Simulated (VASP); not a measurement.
Here is a VASP 6.6.1 calculation.

The input INCAR:

```
PREC = Accurate
ENCUT = 520
EDIFF = 1E-7
ISMEAR = 0
SIGMA = 0.013000000000000001
LREAL = False
LASPH = True
NELM = 80
ALGO = Normal
ISIF = 2
LWAVE = False
LCHARG = True
GGA = PE
LELF = True
LVHAR = True
NBANDS = 16
```

KPOINTS

```
Automatic mesh
0
Gamma
  7 7 7
```

The input POSCAR:

```
HgTe
1.0
    0.0000000000      3.1800000000      3.1800000000
    3.1800000000      0.0000000000      3.1800000000
    3.1800000000      3.1800000000      0.0000000000
Hg Te
1 1
Direct
    0.0000000000      0.0000000000      0.0000000000
    0.5000000000      0.5000000000      0.5000000000
```

Potentials or basis: VASP PAW PBE potentials, release 64 (Hg, Te).

Launch:

```sh
$ cat potpaw_PBE.64/Hg/POTCAR potpaw_PBE.64/Te/POTCAR > POTCAR
$ mpirun -np 1 vasp_std > vasp.out
```

Problem. What does it give for the pressure?

Solution. -3.7 GPa.

Problem. Estimate the band gap on the k mesh.

Solution. Zero (band 9 reaches 3.25 eV, above the bottom of band 10 at 1.34 eV).

Caveat: spin-orbit coupling is left out, which moves the levels of the heavy elements.
